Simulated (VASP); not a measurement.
Runs of VASP 6.6.1 on Al2InN3. The structure is that of space group Cmc2_1 (No. 36), or close to it. The cells are those of the table. 

```tsv
cell	gap on the mesh (eV)	pressure (GPa)	largest force (eV/Å)
a = 5.560, b = 5.560, c = 5.243 Å, angles 90.0, 90.0, 55.9°, 12 atoms	2.43	(a)	1.51
a = 5.486, b = 5.486, c = 4.971 Å, angles 90.0, 90.0, 63.9°, 12 atoms	2.51	17.8	1.15
a = 5.529, b = 5.529, c = 5.151 Å, angles 90.0, 90.0, 58.5°, 12 atoms	2.62	16.9	0.46
a = 5.516, b = 5.516, c = 5.105 Å, angles 90.0, 90.0, 59.8°, 12 atoms	(c)	(b)	0.11
```

Alike in all rows: task single point; level PBE; potentials or basis VASP PAW PBE potentials, release 64 (Al, In_d, N); no spin polarisation; k mesh 6 × 6 × 6; cutoff (eV) 520; smearing gaussian 0.05 eV.

Task: Fill in the values left out.

Result: (a) 18.0; (b) 16.7; (c) 2.64.

Caveats: the cell stands under pressure; spin-orbit coupling is left out, which moves the levels of the heavy elements; forces of over 1 eV/Å act on the atoms, so gaps and moduli don't describe the material at rest (at least some runs).

A k mesh can miss the band edges, and the runs leave out spin-orbit coupling on In.
